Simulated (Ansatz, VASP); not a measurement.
## Si: VASP beside Ansatz

POSCAR

```
Si
1.0
   -1.6588457136     -1.6588457136      1.2763369320
   -1.6588457136      1.6588457136      1.2763369320
   -3.3176914272      0.0000000000     -2.5526738641
Si
2
Direct
    0.4936909844      0.4936909844      0.5118871786
    0.0063090156      0.0063090156     -0.0118871786
```

The input INCAR.step1:

```
SYSTEM = Si
  PREC = Accurate
  ENCUT = 520
  ISMEAR = 0
  SIGMA = 0.15
  LREAL = .False.
  LASPH = .True.
  NELM = 60
  NBANDS = 11
  GGA = PE
  ALGO = Normal
  EDIFF = 1E-4
  LWAVE = .True.
  LCHARG = .False.
```

The input INCAR.step2:

```
SYSTEM = Si
  PREC = Accurate
  ENCUT = 520
  EDIFF = 1E-6
  ISMEAR = 0
  SIGMA = 0.15
  LREAL = .False.
  LASPH = .True.
  NELM = 60
  ALGO = Normal
  ISIF = 2
  LWAVE = .False.
  LCHARG = .False.
  METAGGA = R2SCAN
  LMIXTAU = .True.
  NBANDS = 11
  ISTART = 1
```

Contents of KPOINTS:

```
regular mesh
0
Gamma
  24 24 16
  0 0 0
```

Input for Ansatz:

```yaml
crystal:
  lattice:
    - [-1.6588457136, -1.6588457136, 1.276336932]
    - [-1.6588457136, 1.6588457136, 1.276336932]
    - [-3.3176914272, 0.0, -2.5526738641]
  atoms:
    - { symbol: Si, position: [0.4936909844, 0.4936909844, 0.5118871786] }
    - { symbol: Si, position: [0.0063090156, 0.0063090156, -0.0118871786] }
basis:
  ecutwfc: 500
kpoints:
  mp_grid: { grid: [24, 24, 16] }
hamiltonian:
  xc: r2scan
scf:
  occupations: { method: gaussian, width: 0.15 }
output:
  forces: true
  stress: true
  eigenvalues: true
```

Change from the starting cell: mode 6 (320.2 1/cm) frozen in, largest displacement +0.050 Å.

Alike in both runs: task single point; functional r2SCAN; k mesh 24 × 24 × 16; occupations gaussian, width 0.15 eV; no spin polarisation.

|  | VASP | Ansatz |
| --- | --- | --- |
| version | VASP 6.6.1 | Ansatz 0.2.0 |
| potentials or method | VASP PAW PBE potentials, release 64 (Si), cutoff 520 eV | scalar-relativistic, plane waves, PAW |
| valence electrons in the cell | 8 | 8 |

|  | VASP | Ansatz | Ansatz less VASP |
| --- | --- | --- | --- |
| gap on the k mesh at the Fermi level (eV) | none | none | - |
| pressure (GPa) | 0.9 | 0.9 | -0.02 |
| traceless stress, the component that is largest in VASP (GPa) | 1.15 | 1.21 | +0.062 |
| rms of the force components (eV/Å) | 0.319 | 0.322 | +0.0025 |

VASP's potentials were made for PBE, not for r2SCAN. Atom by atom the forces differ by 0.003 eV/Å (rms over components). A gap of «none» marks a metal or a gap that the smearing closes. With one functional, cell and mesh, what is left measures potentials, basis and numerics.
